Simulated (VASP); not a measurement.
W:

```
W
1.0
     2.82252    0.00000    0.00000
    -1.41126    2.44438    0.00000
     0.00000    0.00000    4.60918
W
2
Direct
  0.33333 0.66667 0.25000
  0.66667 0.33333 0.75000
```

```yaml
Program: VASP 6.6.1
Task: relaxation of cell and atoms
Functional: LDA
Potentials_or_basis: VASP PAW LDA potentials, release 64 (W_sv)
Cutoff: 600 eV
k_mesh: 18 × 18 × 10
Occupations: gaussian, width 0.1 eV
Spin: no spin polarisation
```

At the start: pressure -3.1 GPa; volume 15.90 Å³/atom.

**Question.** Where does the relaxation end?

**Answer.** Over 16 steps the energy falls by 56.8 meV/atom and the volume is 15.83 Å³/atom (-0.4 %); space group P6_3/mmc (No. 194, to 0.05 Å).

The path:
```
step  energy change (eV)  largest force (eV/Å)  pressure (GPa)  volume (Å³)
   1              0.0000                0.0000           -3.05        31.80
   2             -0.0575                0.0000           13.26        30.38
   3             -0.0672                0.0000            8.94        30.72
   4             -0.0982                0.0000            7.14        30.96
   5             -0.0997                0.0000            6.68        31.04
   6             -0.1135                0.0000            0.71        31.60
   7             -0.1136                0.0000            0.01        31.67
   8             -0.1136                0.0000            0.14        31.65
   9             -0.1136                0.0000            0.14        31.65
  10             -0.1136                0.0000            0.09        31.66
  11             -0.1136                0.0000            0.09        31.66
  12             -0.1136                0.0000            0.10        31.66
  13             -0.1136                0.0000            0.10        31.66
  14             -0.1136                0.0000           -0.08        31.68
  15             -0.1136                0.0000           -0.05        31.67
  16             -0.1136                0.0000            0.01        31.66
```

Final structure:
```
W
1.0
     2.74061    0.00000    0.00000
    -1.37031    2.37344    0.00000
     0.00000    0.00000    4.86801
W
2
Direct
  0.33333 0.66667 0.25000
  0.66667 0.33333 0.75000
```
